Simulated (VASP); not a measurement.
Write the native input for VASP 6.6.1 that does the following.

| Item | Value |
| --- | --- |
| Task | single point |
| Functional | PBE |
| Potentials or basis | VASP PAW PBE potentials, release 64 (Pt, C) |
| Cutoff | 520 eV |
| k mesh | 8 × 8 × 8 |
| Occupations | gaussian, width 0.1 eV |
| Spin | no spin polarisation |
| Dipole correction | no |
| Further INCAR settings | ALGO = Normal; EDIFF = 1e-06; NBANDS = 19 |

The structure of Pt2C lies in POSCAR:

```
Pt2C
1.0
   -1.3798168151      1.3798168151      4.9622078760
    1.3798168151     -1.3798168151      4.9622078760
    1.3798168151      1.3798168151     -4.9622078760
Pt C
2 1
Direct
    0.6386140834      0.6386140834      0.0000000000
    0.3613859166      0.3613859166      0.0000000000
    0.0000000000      0.0000000000      0.0000000000
```

One way to write it, as run:

INCAR

```
SYSTEM = Pt2C
PREC = Accurate
ENCUT = 520
EDIFF = 1E-6
ISMEAR = 0
SIGMA = 0.1
LREAL = .False.
LASPH = .True.
NELM = 100
ALGO = Normal
ISIF = 2
LWAVE = .False.
LCHARG = .True.
GGA = PE
LELF = .True.
LVHAR = .True.
NBANDS = 19
```

KPOINTS

```
regular mesh
0
Gamma
  8 8 8
  0 0 0
```

Potentials or basis: VASP PAW PBE potentials, release 64 (Pt, C).

The run is started by

```bash
$ cat potpaw_PBE.64/Pt/POTCAR potpaw_PBE.64/C/POTCAR > POTCAR
$ mpirun -np 1 vasp_std > vasp.out
```

It gave:

```json
{
 "Pressure": "-0.2 GPa",
 "Largest force": "0.008 eV/Å",
 "Band gap on the k mesh": "zero (band 12 reaches 11.23 eV, above the bottom of band 13 at 10.13 eV)"
}
```

Caveat: the k points lie up to 0.40 Å⁻¹ apart; spin-orbit coupling is left out, which moves the levels of the heavy elements.

Run time: 33 s on 1 thread of Intel(R) Xeon(R) 6975P-C (Granite Rapids), with other jobs on the host, peak memory 0.25 GiB.
